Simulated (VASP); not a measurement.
# N in VASP: a series of runs

N is run at these levels: PBE+D3(BJ), r2SCAN+rVV10, PBE, r2SCAN; tasks: single point.

Program: VASP 6.6.1. These are calculated values, not measurements. Logs are shortened: lines on timing, memory, paths and dates and some standing lists are left out, and cuts for length are marked.

## 1. The cell of the first run

The typed cell holds 8 atoms: a = 5.700 Å, b = 5.700 Å, c = 5.700 Å, α = 90.00°, β = 90.00°, γ = 90.00°.

## 2. Single point, PBE+D3(BJ)

Contents of INCAR:

```
SYSTEM = N
ALGO = Normal
EDIFF = 1E-7
ENCUT = 520
GGA = PE
ISIF = 2
ISMEAR = -1
IVDW = 12
LASPH = .TRUE.
LCHARG = .TRUE.
LELF = .TRUE.
LREAL = .FALSE.
LVHAR = .TRUE.
LWAVE = .FALSE.
NBANDS = 30
NELM = 100
PREC = Accurate
SIGMA = 0.02
```

Contents of KPOINTS:

```
k-points
0
G
  4 4 4
  0 0 0
```

Contents of POSCAR:

```
N
1.0
    5.6998318955      0.0000000000      0.0000000000
    0.0000000000      5.6998318955      0.0000000000
    0.0000000000      0.0000000000      5.6998318955
N
8
Direct
    0.0557812154      0.0557812154      0.0557812154
    0.4442187846      0.9442187846      0.5557812154
    0.5557812154      0.4442187846      0.9442187846
    0.9442187846      0.5557812154      0.4442187846
    0.9442027730      0.9442027730      0.9442027730
    0.5557972270      0.0557972270      0.4442027730
    0.4442027730      0.5557972270      0.0557972270
    0.0557972270      0.4442027730      0.5557972270
```

Potentials or basis: VASP PAW PBE potentials, release 64 (N).

On the command line:

```bash
cat potpaw_PBE.64/N/POTCAR > POTCAR
mpirun -np 1 vasp_std > vasp.out
```

OUTCAR:

```text
SYSTEM = N
   EDIFF = 1E-7
   ENCUT = 520
   GGA = PE
   ISIF = 2
   ISMEAR = -1
   IVDW = 12
   LASPH = .TRUE.
   LREAL = .FALSE.
   NELM = 100
   PREC = Accurate
 IVDW          = 12

 ion  position               nearest neighbor table
   1  0.056  0.056  0.056-   5 1.10
   2  0.444  0.944  0.556-   6 1.10
   3  0.556  0.444  0.944-   7 1.10
   4  0.944  0.556  0.444-   8 1.10
   5  0.944  0.944  0.944-   1 1.10
   6  0.556  0.056  0.444-   2 1.10
   7  0.444  0.556  0.056-   3 1.10
   8  0.056  0.444  0.556-   4 1.10

  LATTYP: Found a simple cubic cell.
 ALAT       =     5.6998318955

  Lattice vectors:

 A1 = (   5.6998318955,   0.0000000000,   0.0000000000)
 A2 = (   0.0000000000,   5.6998318955,   0.0000000000)
 A3 = (   0.0000000000,   0.0000000000,   5.6998318955)

Analysis of symmetry for initial positions (statically):
=====================================================================
 Subroutine PRICEL returns:
 Original cell was already a primitive cell.

 Routine SETGRP: Setting up the symmetry group for a
 simple cubic supercell.

 Subroutine GETGRP returns: Found 12 space group operations
 (whereof  3 operations were pure point group operations)
 out of a pool of 48 trial point group operations.

The static configuration has the point symmetry C_3 .
 The point group associated with its full space group is T   .

Analysis of symmetry for dynamics (positions and initial velocities):
=====================================================================
 Subroutine PRICEL returns:
 Original cell was already a primitive cell.

 Routine SETGRP: Setting up the symmetry group for a
 simple cubic supercell.

 Subroutine GETGRP returns: Found 12 space group operations
 (whereof  3 operations were pure point group operations)
 out of a pool of 48 trial point group operations.

The dynamic configuration has the point symmetry C_3 .
 The point group associated with its full space group is T   .

 Subroutine INISYM returns: Found 12 space group operations
 (whereof  3 operations are pure point group operations),
 and found     1 'primitive' translations

[... 91 lines left out ...]
   NELM   =    100;   NELMIN=  2; NELMDL= -5     # of ELM steps
   EDIFF  = 0.1E-06   stopping-criterion for ELM
   LREAL  =      F    real-space projection
   EDIFFG = 0.1E-05   stopping-criterion for IOM
   NSW    =      0    number of steps for IOM
   IBRION =     -1    ionic relax: 0-MD 1-quasi-New 2-CG
   NFREE  =      0    steps in history (QN), initial steepest desc. (CG)
   ISIF   =      2    stress and relaxation
   ISYM   =      2    0-nonsym 1-usesym 2-fastsym
   POTIM  = 0.5000    time-step for ionic-motion
   TEBEG  =    0.0;   TEEND  =   0.0 temperature during run
   PSTRESS=    0.0 pullay stress
   NELECT =      40.0000    total number of electrons
   NUPDOWN=      -1.0000    fix difference up-down
   EMIN   =  10.00;   EMAX   =-10.00  energy-range for DOS
   EFERMI =   0.00;   METHOD = LEGACY
   ISMEAR =    -1;   SIGMA  =   0.02  broadening in eV -4-tet -1-fermi 0-gaus
   EFERMI_NEDOS =   21; number of points for ismear=-14 and -15
   IALGO  =     38    algorithm
   IMIX   =      4    mixing-type and parameters
     AMIX     =   0.40;   BMIX     =  1.00
     AMIX_MAG =   1.60;   BMIX_MAG =  1.00
  volume/ion in A,a.u.               =      23.15       156.20
  Fermi-wavevector in a.u.,A,eV,Ry     =   0.982274  1.856229 13.127755  0.964863
  Thomas-Fermi vector in A             =   2.113344
   LORBIT       =      0    0 simple, 1 ext, 2 COOP (PROOUT), +10 PAW based schemes
   GGA     = PE    functional components
   LHFCALC =     F    Hartree Fock is set to
   AEXX    =    0.0000 exact exchange contribution
   IVDW    =    12    specifies the selected vdW correction
   LEPSILON=     F    determine dielectric tensor
   LRPA    =     F    only Hartree local field effects (RPA)
 non-spin polarized calculation
  energy-cutoff  :      520.00
  volume of cell :      185.18
 maximum number of plane-waves:      5030
   NGX = 21   NGY = 21   NGZ = 21

 number of electron      40.0000003 magnetization

 Free energy of the ion-electron system (eV)
  ---------------------------------------------------
  ext. energy  EPLUGINS =         0.00000000
  ---------------------------------------------------
  free energy    TOTEN  =       -66.62287503 eV

  energy without entropy =      -66.62287503  energy(sigma->0) =      -66.62287503

 E-fermi :  -6.0629     XC(G=0):  -6.3470

 val. band max:       -6.6266901546   @ k =   0.5000   0.0000   0.0000
 cond. band min:       0.7628319800   @ k =   0.0000   0.0000   0.0000
 fundamental gap:      7.3895221347
 Fermi energy:        -6.0629319785

 k-point     1 :       0.0000    0.0000    0.0000
  band No.  band energies     occupation
      1     -24.9902      2.00000
      2     -24.9414      2.00000
      3     -24.9414      2.00000
      4     -24.9414      2.00000
      5     -10.1568      2.00000
      6     -10.1568      2.00000
[... 352 lines left out ...]
     29       5.9555      0.00000
     30       5.9555      0.00000

------------------------ aborting loop because EDIFF is reached ----------------------------------------

 Edisp (eV)   -0.42028

 E8    (eV) :    -0.0993

  FORCE on cell =-STRESS in cart. coord.  units (eV):
  Direction    XX          YY          ZZ          XY          YZ          ZX
  --------------------------------------------------------------------------------------
  -------------------------------------------------------------------------------------
  Total       2.23736     2.23736     2.23736    -0.00000    -0.00000     0.00000
  in kB      19.35801    19.35801    19.35801    -0.00000    -0.00000     0.00000
  external pressure =       19.36 kB  Pullay stress =        0.00 kB

 VOLUME and BASIS-vectors are now :
 -----------------------------------------------------------------------------
  energy-cutoff  :      520.00
  volume of cell :      185.18
      direct lattice vectors                 reciprocal lattice vectors
     5.699831896  0.000000000  0.000000000     0.175443771  0.000000000  0.000000000
     0.000000000  5.699831896  0.000000000     0.000000000  0.175443771  0.000000000
     0.000000000  0.000000000  5.699831896     0.000000000  0.000000000  0.175443771

 POSITION                                       TOTAL-FORCE (eV/Angst)
 -----------------------------------------------------------------------------------
      0.31794      0.31794      0.31794         1.011160      1.011160      1.011160
      2.53197      5.38189      3.16786        -1.011160     -1.011160      1.011160
      3.16786      2.53197      5.38189         1.011160     -1.011160     -1.011160
      5.38189      3.16786      2.53197        -1.011160      1.011160     -1.011160
      5.38180      5.38180      5.38180        -1.011140     -1.011140     -1.011140
      3.16795      0.31803      2.53188         1.011140      1.011140     -1.011140
      2.53188      3.16795      0.31803        -1.011140      1.011140      1.011140
      0.31803      2.53188      3.16795         1.011140     -1.011140      1.011140
 -----------------------------------------------------------------------------------
    total drift:                               -0.000000     -0.000000      0.000000

  FREE ENERGIE OF THE ION-ELECTRON SYSTEM (eV)
  ---------------------------------------------------
  free  energy   TOTEN  =       -67.0431562191 eV

  energy  without entropy=      -67.0431562191  energy(sigma->0) =      -67.04315622
```

OSZICAR:

```text
N       E                     dE             d eps       ncg     rms          rms(c)
DAV:   1     0.240648021246E+03    0.24065E+03   -0.17813E+04   660   0.112E+03
DAV:   2    -0.455046063021E+02   -0.28615E+03   -0.27860E+03   890   0.262E+02
DAV:   3    -0.697384984251E+02   -0.24234E+02   -0.24028E+02   756   0.825E+01
DAV:   4    -0.700417953740E+02   -0.30330E+00   -0.30264E+00   792   0.112E+01
DAV:   5    -0.700449783787E+02   -0.31830E-02   -0.31820E-02   820   0.101E+00    0.160E+01
DAV:   6    -0.672658482006E+02    0.27791E+01   -0.37661E+00   748   0.103E+01    0.918E+00
DAV:   7    -0.666372281936E+02    0.62862E+00   -0.24341E+00   814   0.836E+00    0.258E+00
DAV:   8    -0.666237017205E+02    0.13526E-01   -0.19092E-01   688   0.249E+00    0.388E-01
DAV:   9    -0.666226943714E+02    0.10073E-02   -0.82773E-03   736   0.499E-01    0.170E-01
DAV:  10    -0.666228922691E+02   -0.19790E-03   -0.69040E-04   788   0.184E-01    0.648E-02
DAV:  11    -0.666228745314E+02    0.17738E-04   -0.43754E-05   750   0.474E-02    0.670E-03
DAV:  12    -0.666228742300E+02    0.30140E-06   -0.95244E-06   778   0.184E-02    0.118E-02
DAV:  13    -0.666228749327E+02   -0.70273E-06   -0.89912E-07   728   0.653E-03    0.157E-03
DAV:  14    -0.666228750315E+02   -0.98808E-07   -0.11262E-07   456   0.208E-03
   1 F= -.67043156E+02 E0= -.67043156E+02  d E =-.240728E-12
```

stdout:

```text
POSCAR found type information on POSCAR N
 POSCAR found :  1 types and       8 ions
 scaLAPACK will be used
 LDA part: xc-table for (Slater+PW92), standard interpolation
 POSCAR, INCAR and KPOINTS ok, starting setup
 FFT: planning ... GRIDC
 FFT: planning ... GRID_SOFT
 FFT: planning ... GRID
 WAVECAR not read
 entering main loop
```

It took 58 s on 1 thread of Intel Xeon 6975P-C (Granite Rapids), shared host; peak memory 0.26 GiB.

Results:

```yaml
Free_energy: -67.0432 eV
Pressure: 1.9 GPa
Largest_force: 1.751 eV/Å
Band_gap_on_the_k_mesh: 7.39 eV (least direct gap 7.41 eV)
Dispersion_energy_per_atom: -0.053 eV
```

Forces in eV/Å, atoms in the order of the input:
```
N    1.011  1.011  1.011
N   -1.011 -1.011  1.011
N    1.011 -1.011 -1.011
N   -1.011  1.011 -1.011
N   -1.011 -1.011 -1.011
N    1.011  1.011 -1.011
N   -1.011  1.011  1.011
N    1.011 -1.011  1.011
```

Levels at points of the mesh, in eV from the valence-band top:
| k point | band 18 | band 19 | band 20 | band 21 | band 22 | band 23 |
| --- | --- | --- | --- | --- | --- | --- |
| (0.00, 0.00, 0.00) | -0.02 | -0.02 | -0.02 | 7.39 | 7.39 | 7.39 |
| (0.50, 0.00, 0.00) | -0.30 | 0.00 | 0.00 | 7.63 | 7.63 | 7.97 |
| (0.50, 0.50, 0.00) | -0.15 | -0.15 | -0.15 | 7.97 | 7.97 | 7.97 |
| (0.50, 0.50, 0.50) | -0.21 | -0.21 | -0.21 | 7.97 | 7.97 | 7.97 |

Caveat: the standard files for N, O and F lose accuracy on very short bonds; forces of over 1 eV/Å act on the atoms, so gaps and moduli don't describe the material at rest. A k mesh can miss the band edges.

## 3. Single point, r2SCAN+rVV10

This run uses another cell than the first one, of 20.49 Å³/atom.

Contents of POSCAR:

```
N
1.0
    5.4724804551      0.0000000000      0.0000000000
    0.0000000000      5.4724804551      0.0000000000
    0.0000000000      0.0000000000      5.4724804551
N
8
Direct
    0.0577722265      0.0577722265      0.0577722265
    0.4422277735      0.9422277735      0.5577722265
    0.5577722265      0.4422277735      0.9422277735
    0.9422277735      0.5577722265      0.4422277735
    0.9424410406      0.9424410406      0.9424410406
    0.5575589594      0.0575589594      0.4424410406
    0.4424410406      0.5575589594      0.0575589594
    0.0575589594      0.4424410406      0.5575589594
```

Contents of INCAR.step1:

```
SYSTEM = N
PREC = Accurate ; ENCUT = 520
ISMEAR = -1 ; SIGMA = 0.02
LREAL = .FALSE. ; LASPH = .TRUE.
NELM = 100 ; NBANDS = 30
GGA = PE ; ALGO = Normal
EDIFF = 1E-4 ; LWAVE = .TRUE.
LCHARG = .FALSE.
```

Contents of INCAR.step2:

```
SYSTEM = N
PREC = Accurate ; ENCUT = 520
EDIFF = 1E-7 ; ISMEAR = -1
SIGMA = 0.02 ; LREAL = .FALSE.
LASPH = .TRUE. ; NELM = 100
ALGO = Normal ; ISIF = 2
LWAVE = .FALSE. ; LCHARG = .FALSE.
METAGGA = R2SCAN ; LMIXTAU = .TRUE.
LUSE_VDW = .TRUE. ; IVDW_NL = 2
BPARAM = 11.95 ; CPARAM = 0.0093
NBANDS = 30 ; ISTART = 1
```

Contents of KPOINTS:

```
Automatic mesh
0
G
  4 4 4
  0 0 0
```

Potentials or basis: VASP PAW PBE potentials, release 64 (N).

On the command line:

```bash
cat potpaw_PBE.64/N/POTCAR > POTCAR
cp INCAR.step1 INCAR
mpirun -np 1 vasp_std > vasp.out
cp INCAR.step2 INCAR
mpirun -np 1 vasp_std > vasp.out
```

Run time: 4.9 min. Hardware: 1 thread of Intel Xeon 6975P-C (Granite Rapids), shared host; peak memory 0.53 GiB.

It converged, with:

| Property | Result |
| --- | --- |
| Free energy | -71.4794 eV |
| Pressure | 2.9 GPa |
| Largest force | 2.305 eV/Å |
| Band gap on the k mesh | 7.93 eV (least direct gap 7.97 eV) |

Forces in eV/Å, atoms in the order of the input:
```
N    1.331  1.331  1.331
N   -1.331 -1.331  1.331
N    1.331 -1.331 -1.331
N   -1.331  1.331 -1.331
N   -1.331 -1.331 -1.331
N    1.331  1.331 -1.331
N   -1.331  1.331  1.331
N    1.331 -1.331  1.331
```

Levels at points of the mesh, in eV from the valence-band top:
| k point | band 17 | band 18 | band 19 | band 20 | band 21 | band 22 | band 23 | band 24 |
| --- | --- | --- | --- | --- | --- | --- | --- | --- |
| (0.00, 0.00, 0.00) | -1.07 | -0.03 | -0.03 | -0.03 | 7.93 | 7.93 | 7.93 | 9.00 |
| (0.50, 0.00, 0.00) | -0.33 | -0.33 | 0.00 | 0.00 | 8.26 | 8.26 | 8.70 | 8.70 |
| (0.50, 0.50, 0.00) | -0.18 | -0.18 | -0.17 | -0.17 | 8.70 | 8.70 | 8.70 | 8.70 |
| (0.50, 0.50, 0.50) | -0.28 | -0.28 | -0.28 | -0.28 | 8.71 | 8.71 | 8.71 | 8.71 |

Caveat: the standard files for N, O and F lose accuracy on very short bonds; the PAW data sets were made with another functional, which shifts forces and pressure a little.

## 4. Single point, PBE

This run uses another cell than the first one, of 20.49 Å³/atom.

Contents of INCAR:

```
SYSTEM = N
PREC = Accurate
ENCUT = 520
EDIFF = 1E-7
ISMEAR = -1
SIGMA = 0.02
LREAL = .FALSE.
LASPH = .TRUE.
NELM = 80
ALGO = Normal
ISIF = 2
LWAVE = .FALSE.
LCHARG = .TRUE.
GGA = PE
LELF = .TRUE.
LVHAR = .TRUE.
NBANDS = 30
```

Contents of KPOINTS:

```
Automatic mesh
0
G
  6 6 6
  0 0 0
```

POSCAR is that of step 3.

On the command line:

```bash
cat potpaw_PBE.64/N/POTCAR > POTCAR
mpirun -np 1 vasp_std > vasp.out
```

Wall time 1.9 min (1 thread of Intel Xeon 6975P-C (Granite Rapids), shared host); peak memory 0.25 GiB.

The run converged. Its results:

| Item | Value |
| --- | --- |
| Free energy | -66.4483 eV |
| Pressure | 5.2 GPa |
| Largest force | 3.110 eV/Å |
| Band gap on the k mesh | 7.30 eV (least direct gap 7.33 eV) |

Forces in eV/Å, atoms in the order of the input:
```
N    1.795  1.795  1.795
N   -1.795 -1.795  1.795
N    1.795 -1.795 -1.795
N   -1.795  1.795 -1.795
N   -1.796 -1.796 -1.796
N    1.796  1.796 -1.796
N   -1.796  1.796  1.796
N    1.796 -1.796  1.796
```

Levels at points of the mesh, in eV from the valence-band top:
```csv
k point,band 17,band 18,band 19,band 20,band 21,band 22,band 23,band 24
"(0.00, 0.00, 0.00)",-1.08,-0.03,-0.03,-0.03,7.30,7.30,7.30,8.29
"(0.50, 0.00, 0.00)",-0.35,-0.35,0.00,0.00,7.60,7.60,8.01,8.01
"(0.50, 0.50, 0.00)",-0.19,-0.19,-0.18,-0.18,8.01,8.01,8.01,8.01
"(0.50, 0.50, 0.50)",-0.28,-0.28,-0.28,-0.28,8.01,8.01,8.01,8.01
```

Caveat: the standard files for N, O and F lose accuracy on very short bonds; the cell stands under pressure; this functional lacks dispersion, which holds the molecules together, so the pressure and a relaxed volume are unreliable; forces of over 1 eV/Å act on the atoms, so gaps and moduli don't describe the material at rest.

## 5. Single point, r2SCAN

This run uses another cell than the first one, of 20.49 Å³/atom.

POSCAR is that of step 4.

Contents of INCAR.step1:

```
SYSTEM = N
  PREC = Accurate
  ENCUT = 520
  ISMEAR = 0
  SIGMA = 0.01
  LREAL = .False.
  LASPH = .True.
  NELM = 60
  NBANDS = 30
  GGA = PE
  ALGO = Normal
  EDIFF = 1E-4
  LWAVE = .True.
  LCHARG = .False.
```

Contents of INCAR.step2:

```
SYSTEM = N
  PREC = Accurate
  ENCUT = 520
  EDIFF = 1E-6
  ISMEAR = 0
  SIGMA = 0.01
  LREAL = .False.
  LASPH = .True.
  NELM = 60
  ALGO = Normal
  ISIF = 2
  LWAVE = .False.
  LCHARG = .False.
  METAGGA = R2SCAN
  LMIXTAU = .True.
  NBANDS = 30
  ISTART = 1
```

Contents of KPOINTS:

```
regular mesh
0
Gamma
  6 6 6
  0 0 0
```

On the command line:

```bash
cat potpaw_PBE.64/N/POTCAR > POTCAR
cp INCAR.step1 INCAR
mpirun -np 1 vasp_std > vasp.out
cp INCAR.step2 INCAR
mpirun -np 1 vasp_std > vasp.out
```

Wall time 5.5 min (1 thread of Intel Xeon 6975P-C (Granite Rapids), shared host); peak memory 0.3 GiB.

The run converged. Its results:

- Free energy: -72.9044 eV
- Pressure: 3.2 GPa
- Largest force: 2.239 eV/Å
- Band gap on the k mesh: 7.96 eV (least direct gap 8.00 eV)

Forces on the atoms (eV/Å):
```
N    1.293  1.293  1.293
N   -1.293 -1.293  1.293
N    1.293 -1.293 -1.293
N   -1.293  1.293 -1.293
N   -1.293 -1.293 -1.293
N    1.293  1.293 -1.293
N   -1.293  1.293  1.293
N    1.293 -1.293  1.293
```

Levels at points of the mesh, in eV from the valence-band top:
```tsv
k point	band 18	band 19	band 20	band 21	band 22	band 23
(0.00, 0.00, 0.00)	-0.03	-0.03	-0.03	7.96	7.96	7.96
(0.50, 0.00, 0.00)	-0.32	0.00	0.00	8.28	8.28	8.72
(0.50, 0.50, 0.00)	-0.17	-0.17	-0.17	8.72	8.72	8.72
(0.50, 0.50, 0.50)	-0.27	-0.27	-0.27	8.72	8.72	8.72
```

Caveat: the standard files for N, O and F lose accuracy on very short bonds; the cell stands under pressure; the PAW data sets were made with another functional, which shifts forces and pressure a little. A k mesh can miss the band edges.

## 6. Overview

| level | cell | k mesh | smearing | gap on the mesh (eV) | pressure (GPa) | largest force (eV/Å) |
| --- | --- | --- | --- | --- | --- | --- |
| PBE+D3(BJ) | a = 5.700 Å, 8 atoms, atomic positions A | 4 × 4 × 4 | fermi-dirac 0.02 eV | 7.39 | 1.9 | 1.75 |
| r2SCAN+rVV10 | a = 5.472 Å, 8 atoms, atomic positions B | 4 × 4 × 4 | fermi-dirac 0.02 eV | 7.93 | 2.9 | 2.31 |
| PBE | a = 5.472 Å, 8 atoms, atomic positions B | 6 × 6 × 6 | fermi-dirac 0.02 eV | 7.30 | 5.2 | 3.11 |
| r2SCAN | a = 5.472 Å, 8 atoms, atomic positions B | 6 × 6 × 6 | gaussian 0.01 eV | 7.96 | 3.2 | 2.24 |

Alike in all rows: task single point; potentials or basis VASP PAW PBE potentials, release 64 (N); no spin polarisation; cutoff (eV) 520.

Caveats: the standard files for N, O and F lose accuracy on very short bonds; forces of over 1 eV/Å act on the atoms, so gaps and moduli don't describe the material at rest (at least some runs); the PAW data sets were made with another functional, which shifts forces and pressure a little (at least some runs); the cell stands under pressure (at least some runs); this functional lacks dispersion, which holds the molecules together, so the pressure and a relaxed volume are unreliable (at least some runs).

Total energies depend on the potentials used, so only differences within one code and one set of settings carry meaning.
